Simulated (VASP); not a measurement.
Input of a VASP 6.6.1 run:

File INCAR:

```
SYSTEM = MgO2
PREC = Accurate
ENCUT = 520
EDIFF = 1E-6
ISMEAR = 0
SIGMA = 0.05
LREAL = .FALSE.
LASPH = .TRUE.
NELM = 60
ALGO = Normal
ISIF = 2
LWAVE = .FALSE.
LCHARG = .FALSE.
GGA = PS
NBANDS = 14
```

Contents of KPOINTS:

```
Automatic mesh
0
G
  12 12 12
  0 0 0
```

File POSCAR:

```
MgO2
1.0
    1.8454751684      1.0654855853      3.4939788749
   -1.8454751684      1.0654855853      3.4939788749
    0.0000000000     -2.1309711705      3.4939788749
Mg O
1 2
Direct
    0.0000000000      0.0000000000      0.0000000000
    0.4287860000      0.4287860000      0.4287860000
    0.5712140000      0.5712140000      0.5712140000
```

Potentials or basis: VASP PAW PBE potentials, release 64 (Mg, O).

Run with:

```console
$ cat potpaw_PBE.64/Mg/POTCAR potpaw_PBE.64/O/POTCAR > POTCAR
$ mpirun -np 1 vasp_std > vasp.out
```

(1) Estimate the band gap on the k mesh.

(2) Estimate the pressure.

(3) What does it give for the largest force?

Results:

(1) 1.77 eV (least direct gap 2.03 eV).

(2) -18.3 GPa.

(3) 0.873 eV/Å.

Caveat: the cell differs from its parent crystal (strain +0.1500 x Voigt [1, 1, 0, 0, 0, 0]); the cell stands under tension; the PAW data sets were made with another functional, which shifts forces and pressure a little.
